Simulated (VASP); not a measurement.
# MnSb (P6_3/mmc) in VASP: a series of runs

MnSb is run at these levels: PBE; tasks: single point, relaxation of shape and atoms at fixed volume.

All numbers are computed with VASP 6.6.1; they aren't measurements. Logs are shortened: lines on timing, memory, paths and dates and some standing lists are left out, and cuts for length are marked.

**1. The cell of the first run**

Symmetry: P6_3/mmc, No. 194, hexagonal system. Conventional cell: a = 4.147 Å, b = 4.147 Å, c = 4.833 Å, α = 90.00°, β = 90.00°, γ = 120.00°. Mn (site symmetry -3m) has 2 Mn at 2.42 Å and 6 Sb at 2.68 Å within 3.2 Å. Sb (site symmetry -6m2) has 6 Mn at 2.68 Å and 6 Sb at 3.40 Å within 3.5 Å.

**2. Single point, PBE (18.00 Å³/atom)**

INCAR

```
SYSTEM = MnSb
PREC = Accurate
ENCUT = 520
EDIFF = 1E-6
ISMEAR = 0
SIGMA = 0.05
LREAL = .False.
LASPH = .True.
NELM = 80
ALGO = Fast
ISIF = 2
LWAVE = .False.
LCHARG = .True.
GGA = PE
LELF = .True.
LVHAR = .True.
NBANDS = 26
```

KPOINTS

```
Automatic mesh
0
Gamma
  12 12 8
  0 0 0
```

POSCAR

```
MnSb
1.0
    4.1470666847      0.0000000000      0.0000000000
   -2.0735333423      3.5914651001      0.0000000000
    0.0000000000      0.0000000000      4.8333334625
Mn Sb
2 2
Direct
    0.0000000000      0.0000000000      0.0000000000
    0.0000000000      0.0000000000      0.5000000000
    0.3333333333      0.6666666667      0.2500000000
    0.6666666667      0.3333333333      0.7500000000
```

Potentials or basis: VASP PAW PBE potentials, release 64 (Mn_pv, Sb).

Run with:

```
$ cat potpaw_PBE.64/Mn_pv/POTCAR potpaw_PBE.64/Sb/POTCAR > POTCAR
$ mpirun -np 1 vasp_std > vasp.out
```

OUTCAR:

```text
SYSTEM = MnSb
   PREC = Accurate
   ENCUT = 520
   EDIFF = 1E-6
   ISMEAR = 0
   LREAL = .False.
   LASPH = .True.
   NELM = 80
   ISIF = 2
   GGA = PE

 ion  position               nearest neighbor table
   1  0.000  0.000  0.000-   2 2.42   2 2.42   4 2.68   3 2.68   3 2.68   4 2.68   4 2.68   3 2.68

   2  0.000  0.000  0.500-   1 2.42   1 2.42   4 2.68   3 2.68   3 2.68   4 2.68   4 2.68   3 2.68

   3  0.333  0.667  0.250-   1 2.68   2 2.68   1 2.68   2 2.68   1 2.68   2 2.68   4 3.40   4 3.40
                             4 3.40   4 3.40   4 3.40   4 3.40
   4  0.667  0.333  0.750-   1 2.68   2 2.68   1 2.68   2 2.68   1 2.68   2 2.68   3 3.40   3 3.40
                             3 3.40   3 3.40   3 3.40   3 3.40

  LATTYP: Found a hexagonal cell.
 ALAT       =     4.1470666847
 C/A-ratio  =     1.1654824554

  Lattice vectors:

 A1 = (   4.1470666847,   0.0000000000,   0.0000000000)
 A2 = (  -2.0735333423,   3.5914651001,   0.0000000000)
 A3 = (   0.0000000000,   0.0000000000,   4.8333334625)

Analysis of symmetry for initial positions (statically):
=====================================================================
 Subroutine PRICEL returns:
 Original cell was already a primitive cell.

 Routine SETGRP: Setting up the symmetry group for a
 hexagonal supercell.

 Subroutine GETGRP returns: Found 24 space group operations
 (whereof 12 operations were pure point group operations)
 out of a pool of 24 trial point group operations.

The static configuration has the point symmetry D_3d.
 The point group associated with its full space group is D_6h.

Analysis of symmetry for dynamics (positions and initial velocities):
=====================================================================
 Subroutine PRICEL returns:
 Original cell was already a primitive cell.

 Routine SETGRP: Setting up the symmetry group for a
 hexagonal supercell.

 Subroutine GETGRP returns: Found 24 space group operations
 (whereof 12 operations were pure point group operations)
 out of a pool of 24 trial point group operations.

The dynamic configuration has the point symmetry D_3d.
 The point group associated with its full space group is D_6h.

 Subroutine INISYM returns: Found 24 space group operations
 (whereof 12 operations are pure point group operations),
 and found     1 'primitive' translations

----------------------------------------------------------------------------------------

                                     Primitive cell

  volume of cell :      71.9879

  direct lattice vectors                    reciprocal lattice vectors
     4.147066685  0.000000000  0.000000000     0.241134295  0.139218950  0.000000000
    -2.073533342  3.591465100  0.000000000     0.000000000  0.278437900  0.000000000
     0.000000000  0.000000000  4.833333462     0.000000000  0.000000000  0.206896546

  length of vectors
     4.147066685  4.147066685  4.833333462     0.278437900  0.278437900  0.206896546

  position of ions in fractional coordinates (direct lattice)
     0.000000000  0.000000000  0.000000000
     0.000000000  0.000000000  0.500000000
     0.333333333  0.666666667  0.250000000
     0.666666667  0.333333333  0.750000000

  ion indices of the primitive-cell ions
   primitive index   ion index
                 1           1
                 2           2
                 3           3
                 4           4

----------------------------------------------------------------------------------------

 KPOINTS: Automatic mesh

Automatic generation of k-mesh.
 Grid dimensions read from file:
 generate k-points for:   12   12    8

 Generating k-lattice:

  Cartesian coordinates                     Fractional coordinates (reciprocal lattice)
     0.020094525  0.011601579  0.000000000     0.083333333 -0.000000000  0.000000000
     0.000000000  0.023203158  0.000000000     0.000000000  0.083333333  0.000000000
     0.000000000  0.000000000  0.025862068     0.000000000  0.000000000  0.125000000

  Length of vectors
     0.023203158  0.023203158  0.025862068

  Shift w.r.t. Gamma in fractional coordinates (k-lattice)
     0.000000000  0.000000000  0.000000000

 Subroutine IBZKPT returns following result:
 ===========================================

 Found     95 irreducible k-points:

 Following reciprocal coordinates:
            Coordinates               Weight
  0.000000  0.000000  0.000000      1.000000
  0.083333 -0.000000  0.000000      6.000000
  0.166667  0.000000  0.000000      6.000000
  0.250000 -0.000000  0.000000      6.000000
  0.333333  0.000000  0.000000      6.000000
  0.416667 -0.000000  0.000000      6.000000
[... 16 lines left out ...]
  0.250000 -0.000000  0.125000     12.000000
  0.333333  0.000000  0.125000     12.000000
 [... further k-points ...]
   k-points           NKPTS =     95   k-points in BZ     NKDIM =     95   number of bands    NBANDS=     26
   number of dos      NEDOS =    301   number of ions     NIONS =      4
   total plane-waves  NPLWV =  36864
   dimension x,y,z NGX =    32 NGY =   32 NGZ =   36
   dimension x,y,z NGXF=    64 NGYF=   64 NGZF=   72
   ions per type =               2   2
   NGX,Y,Z   is equivalent  to a cutoff of  12.83, 12.83, 12.38 a.u.
   NGXF,Y,Z  is equivalent  to a cutoff of  25.66, 25.66, 24.76 a.u.
 SYSTEM =  MnSb
   PREC   = accura    normal or accurate (medium, high low for compatibility)
   ISTART =      0    job   : 0-new  1-cont  2-samecut
   ICHARG =      2    charge: 1-file 2-atom 10-const
   ISPIN  =      1    spin polarized calculation?
   LNONCOLLINEAR =      F non collinear calculations
   LSORBIT =      F    spin-orbit coupling
   LASPH  =      T    aspherical Exc in radial PAW
   ENCUT  =  520.0 eV  38.22 Ry    6.18 a.u.   7.71  7.71  8.99*2*pi/ulx,y,z
   NELM   =     80;   NELMIN=  2; NELMDL= -5     # of ELM steps
   EDIFF  = 0.1E-05   stopping-criterion for ELM
   LREAL  =      F    real-space projection
   EDIFFG = 0.1E-04   stopping-criterion for IOM
   NSW    =      0    number of steps for IOM
   IBRION =     -1    ionic relax: 0-MD 1-quasi-New 2-CG
   NFREE  =      0    steps in history (QN), initial steepest desc. (CG)
   ISIF   =      2    stress and relaxation
   ISYM   =      2    0-nonsym 1-usesym 2-fastsym
   POTIM  = 0.5000    time-step for ionic-motion
   TEBEG  =    0.0;   TEEND  =   0.0 temperature during run
   PSTRESS=    0.0 pullay stress
   NELECT =      36.0000    total number of electrons
   NUPDOWN=      -1.0000    fix difference up-down
   EMIN   =  10.00;   EMAX   =-10.00  energy-range for DOS
   EFERMI =   0.00;   METHOD = LEGACY
   ISMEAR =     0;   SIGMA  =   0.05  broadening in eV -4-tet -1-fermi 0-gaus
   EFERMI_NEDOS =   21; number of points for ismear=-14 and -15
   IALGO  =     68    algorithm
   IMIX   =      4    mixing-type and parameters
     AMIX     =   0.40;   BMIX     =  1.00
     AMIX_MAG =   1.60;   BMIX_MAG =  1.00
  volume/ion in A,a.u.               =      18.00       121.45
  Fermi-wavevector in a.u.,A,eV,Ry     =   1.299439  2.455583 22.974000  1.688541
  Thomas-Fermi vector in A             =   2.430703
   LORBIT       =      0    0 simple, 1 ext, 2 COOP (PROOUT), +10 PAW based schemes
   GGA     = PE    functional components
   LHFCALC =     F    Hartree Fock is set to
   AEXX    =    0.0000 exact exchange contribution
   IVDW    =     0    specifies the selected vdW correction
   LEPSILON=     F    determine dielectric tensor
   LRPA    =     F    only Hartree local field effects (RPA)
 non-spin polarized calculation
 RMM-DIIS sequential band-by-band and
 Gauss-broadening in eV      SIGMA  =   0.05
  energy-cutoff  :      520.00
  volume of cell :       71.99
 maximum number of plane-waves:      1986
 NGX is ok and might be reduce to    32
   NGX = 15   NGY = 15   NGZ = 17

 number of electron      36.0000047 magnetization

 Free energy of the ion-electron system (eV)
  ---------------------------------------------------
  ext. energy  EPLUGINS =         0.00000000
  ---------------------------------------------------
  free energy    TOTEN  =       -25.62280987 eV

  energy without entropy =      -25.61507874  energy(sigma->0) =      -25.61894431

 E-fermi :   9.3345     XC(G=0): -11.5144

 val. band max:        9.3332062524   @ k =   0.3333   0.1667   0.1250
 cond. band min:       9.3356235357   @ k =   0.3333   0.1667   0.0000
 fundamental gap:      0.0024172833
 Fermi energy:         9.3344920355

 k-point     1 :       0.0000    0.0000    0.0000
  band No.  band energies     occupation
      1     -38.8232      2.00000
      2     -38.3196      2.00000
      3     -38.2184      2.00000
      4     -38.2184      2.00000
      5     -38.1605      2.00000
      6     -38.1605      2.00000
[... 18 lines left out ...]
     25      13.4042      0.00000
     26      15.8586      0.00000

 k-point     2 :       0.0833   -0.0000    0.0000
  band No.  band energies     occupation
      1     -38.8231      2.00000
      2     -38.3196      2.00000
      3     -38.2186      2.00000
      4     -38.2184      2.00000
      5     -38.1606      2.00000
      6     -38.1605      2.00000
[... 18 lines left out ...]
     25      13.3627      0.00000
     26      15.5656      0.00000

 k-point     3 :       0.1667    0.0000    0.0000
  band No.  band energies     occupation
      1     -38.8230      2.00000
      2     -38.3196      2.00000
      3     -38.2193      2.00000
      4     -38.2186      2.00000
      5     -38.1610      2.00000
      6     -38.1606      2.00000
[... 572 lines left out ...]
 k-point    23 :       0.2500   -0.0000    0.1250
  band No.  band energies     occupation
      1     -38.8041      2.00000
      2     -38.3391      2.00000
      3     -38.2179      2.00000
      4     -38.2167      2.00000
      5     -38.1637      2.00000
      6     -38.1628      2.00000
[... 18 lines left out ...]
     25      14.4656      0.00000
     26      15.4475      0.00000

 k-point    24 :       0.3333    0.0000    0.1250
  band No.  band energies     occupation
      1     -38.8039      2.00000
      2     -38.3390      2.00000
      3     -38.2187      2.00000
      4     -38.2169      2.00000
      5     -38.1642      2.00000
      6     -38.1628      2.00000
[... 18 lines left out ...]
     25      14.2347      0.00000
     26      15.1825      0.00000

 [... further k-points ...]

------------------------ aborting loop because EDIFF is reached ----------------------------------------

  FORCE on cell =-STRESS in cart. coord.  units (eV):
  Direction    XX          YY          ZZ          XY          YZ          ZX
  --------------------------------------------------------------------------------------
  -------------------------------------------------------------------------------------
  Total       -1.1956922     -1.1956922     -1.1378893     -0.0000000     -0.0000000      0.0000000
  in kB      -26.6115731    -26.6115731    -25.3250995     -0.0000000     -0.0000000      0.0000000
  external PRESSURE =     -26.1827486 kB  Pullay stress =       0.0000000 kB

 VOLUME and BASIS-vectors are now :
 -----------------------------------------------------------------------------
  energy-cutoff  :      520.00
  volume of cell :       71.99
      direct lattice vectors                 reciprocal lattice vectors
     4.147066685  0.000000000  0.000000000     0.241134295  0.139218950  0.000000000
    -2.073533342  3.591465100  0.000000000     0.000000000  0.278437900  0.000000000
     0.000000000  0.000000000  4.833333462     0.000000000  0.000000000  0.206896546

 POSITION                                       TOTAL-FORCE (eV/Angst)
 -----------------------------------------------------------------------------------
      0.00000      0.00000      0.00000        -0.000000      0.000000     -0.000000
      0.00000      0.00000      2.41667         0.000000      0.000000     -0.000000
     -0.00000      2.39431      1.20833        -0.000000      0.000000     -0.000000
      2.07353      1.19716      3.62500         0.000000     -0.000000      0.000000
 -----------------------------------------------------------------------------------
    total drift:                                0.000000     -0.000000      0.000000

  FREE ENERGIE OF THE ION-ELECTRON SYSTEM (eV)
  ---------------------------------------------------
  free  energy   TOTEN  =       -25.6228098732 eV

  energy  without entropy=      -25.6150787371  energy(sigma->0) =      -25.61894431
```

Run time: 5.4 min. Hardware: 1 thread of Oxide Virtual Turin-like, shared host; peak memory 0.25 GiB.

Results:

| Property | Result |
| --- | --- |
| Free energy | -25.6228 eV |
| Pressure | -2.6 GPa |
| Band gap on the k mesh | zero (bands 18 and 19 overlap by 0.90 eV) |

Caveat: spin-orbit coupling is left out, which moves the levels of the heavy elements; the run has no spin polarisation, though such a crystal can be magnetic. Spin polarisation is off, so any magnetic state and its effect on volume and gap are missing.

**3. Relaxation of shape and atoms at fixed volume, PBE (16.94 Å³/atom)**

This run uses another cell than the first one, of 16.94 Å³/atom.

INCAR

```
PREC = Accurate
ENCUT = 600
EDIFF = 1E-6
ISMEAR = 0
SIGMA = 0.05
LREAL = False
LASPH = True
NELM = 60
ALGO = Fast
ISIF = 4
LWAVE = False
LCHARG = False
GGA = PE
IBRION = 2
NSW = 60
EDIFFG = -0.01
```

KPOINTS

```
regular mesh
0
Gamma
  12 12 8
```

POSCAR

```
MnSb
1.0
    4.0616702216      0.0000000000      0.0000000000
   -2.0308351108      3.5175095937      0.0000000000
    0.0000000000      0.0000000000      4.7423165553
Mn Sb
2 2
Direct
    0.0000000000      0.0000000000      0.0000000000
    0.0000000000      0.0000000000      0.5000000000
    0.3333333333      0.6666666667      0.2500000000
    0.6666666667      0.3333333333      0.7500000000
```

Potentials or basis: VASP PAW PBE potentials, release 64 (Mn_pv, Sb).

Run with:

```
$ cat potpaw_PBE.64/Mn_pv/POTCAR potpaw_PBE.64/Sb/POTCAR > POTCAR
$ mpirun -np 1 vasp_std > vasp.out
```

Wall time 9.2 min (1 thread of Oxide Virtual Turin-like, shared host); peak memory 0.29 GiB.

Results (log left out):

```yaml
Free_energy: -25.5862 eV
Energy_gained_by_relaxing: 0.1 meV/atom
Ionic_steps: 3
Pressure_after_relaxing: 5.8 GPa
Band_gap_on_the_k_mesh: zero (bands 18 and 19 overlap by 1.09 eV)
```

Stress tensor (GPa, compression positive):
```
5.86 0.00 0.00
0.00 5.86 0.00
0.00 0.00 5.73
```

The path:
| step | energy change (eV) | largest force (eV/Å) | pressure (GPa) | volume (Å³) |
| --- | --- | --- | --- | --- |
| 1 | 0.0000 | 0.0000 | 5.92 | 67.75 |
| 2 | -0.0004 | 0.0000 | 5.85 | 67.75 |
| 3 | -0.0005 | 0.0000 | 5.82 | 67.75 |

Final structure:
```
Mn Sb
1.0
     4.05296    0.00000    0.00000
    -2.02648    3.50997    0.00000
     0.00000    0.00000    4.76272
Mn Sb
2 2
Direct
  0.00000 0.00000 0.00000
  0.00000 0.00000 0.50000
  0.33333 0.66667 0.25000
  0.66667 0.33333 0.75000
```

Levels at points of the mesh, in eV from the Fermi level:
```csv
k point,band 14,band 15,band 16,band 17,band 18,band 19,band 20,band 21,band 22
"(0.00, 0.00, 0.00)",-1.90,-0.47,-0.47,0.70,0.70,0.82,0.82,2.61,2.77
"(0.50, 0.00, 0.00)",-2.50,-1.89,-1.28,-0.83,-0.08,0.08,0.76,0.83,1.33
"(0.00, 0.00, 0.50)",-1.68,-0.93,-0.93,-0.93,-0.93,1.04,1.04,3.34,3.34
"(0.50, 0.00, 0.50)",-1.73,-0.73,-0.73,-0.40,-0.40,-0.39,-0.39,1.47,1.47
```

Caveat: spin-orbit coupling is left out, which moves the levels of the heavy elements; the run has no spin polarisation, though such a crystal can be magnetic.

**4. Relaxation of shape and atoms at fixed volume, PBE (17.29 Å³/atom)**

This run uses another cell than the first one, of 17.29 Å³/atom.

Edit INCAR of step 3 so:

```diff
@@ -7,3 +7,3 @@
 LASPH = True
-NELM = 60
+NELM = 100
 ALGO = Fast
```

KPOINTS

```
Automatic mesh
0
Gamma
  12 12 8
```

POSCAR

```
MnSb
1.0
    4.0908856068      0.0000000000      0.0000000000
   -2.0454428034      3.5428108595      0.0000000000
    0.0000000000      0.0000000000      4.7722153106
Mn Sb
2 2
Direct
    0.0000000000      0.0000000000      0.0000000000
    0.0000000000      0.0000000000      0.5000000000
    0.3333333333      0.6666666667      0.2500000000
    0.6666666667      0.3333333333      0.7500000000
```

Run with:

```
$ cat potpaw_PBE.64/Mn_pv/POTCAR potpaw_PBE.64/Sb/POTCAR > POTCAR
$ mpirun -np 1 vasp_std > vasp.out
```

Wall time 11 min (1 thread of Oxide Virtual Turin-like, shared host); peak memory 0.31 GiB.

Results (log left out):

| Quantity | Value |
| --- | --- |
| Free energy | -25.6240 eV |
| Energy gained by relaxing | 0.1 meV/atom |
| Ionic steps | 3 |
| Pressure after relaxing | 2.6 GPa |
| Band gap on the k mesh | zero (bands 18 and 19 overlap by 1.03 eV) |

Stress tensor (GPa, compression positive):
```
2.65 0.00 0.00
0.00 2.65 0.00
0.00 0.00 2.52
```

The path:
| step | energy change (eV) | largest force (eV/Å) | pressure (GPa) | volume (Å³) |
| --- | --- | --- | --- | --- |
| 1 | 0.0000 | 0.0000 | 2.71 | 69.16 |
| 2 | -0.0003 | 0.0000 | 2.66 | 69.16 |
| 3 | -0.0003 | 0.0000 | 2.61 | 69.16 |

Final structure:
```yaml
crystal:
  lattice:
    - [4.08324, 0.00000, 0.00000]
    - [-2.04162, 3.53619, 0.00000]
    - [0.00000, 0.00000, 4.79011]
  atoms:
    - { symbol: Mn, position: [0.00000, 0.00000, 0.00000] }
    - { symbol: Mn, position: [0.00000, 0.00000, 0.50000] }
    - { symbol: Sb, position: [0.33333, 0.66667, 0.25000] }
    - { symbol: Sb, position: [0.66667, 0.33333, 0.75000] }
```

Levels at points of the mesh, in eV from the Fermi level:
```
           k point  band 15  band 16  band 17  band 18  band 19  band 20  band 21  band 22
(0.00, 0.00, 0.00)    -0.45    -0.45     0.65     0.65     0.80     0.80     2.54     2.75
(0.50, 0.00, 0.00)    -1.87    -1.25    -0.81    -0.07     0.08     0.74     0.81     1.24
(0.00, 0.00, 0.50)    -0.90    -0.90    -0.90    -0.90     0.94     0.94     3.25     3.25
(0.50, 0.00, 0.50)    -0.71    -0.71    -0.38    -0.38    -0.38    -0.38     1.44     1.44
```

Caveat: spin-orbit coupling is left out, which moves the levels of the heavy elements; the run has no spin polarisation, though such a crystal can be magnetic.

**5. Summary**

```tsv
task	cell	cutoff (eV)	gap on the mesh (eV)	pressure (GPa)
single point	a = 4.147, b = 4.147, c = 4.833 Å, angles 90.0, 90.0, 120.0°, 4 atoms	520	none	-2.6
relaxation of shape and atoms at fixed volume	relaxed from a = 4.062, b = 4.062, c = 4.742 Å, angles 90.0, 90.0, 120.0°, 4 atoms	600	none	5.8
relaxation of shape and atoms at fixed volume	relaxed from a = 4.091, b = 4.091, c = 4.772 Å, angles 90.0, 90.0, 120.0°, 4 atoms	600	none	2.6
```

Alike in all rows: level PBE; potentials or basis VASP PAW PBE potentials, release 64 (Mn_pv, Sb); no spin polarisation; k mesh 12 × 12 × 8; smearing gaussian 0.05 eV.

Caveats: spin-orbit coupling is left out, which moves the levels of the heavy elements; the run has no spin polarisation, though such a crystal can be magnetic.

Absolute energies hang on the potentials; compare differences alone.
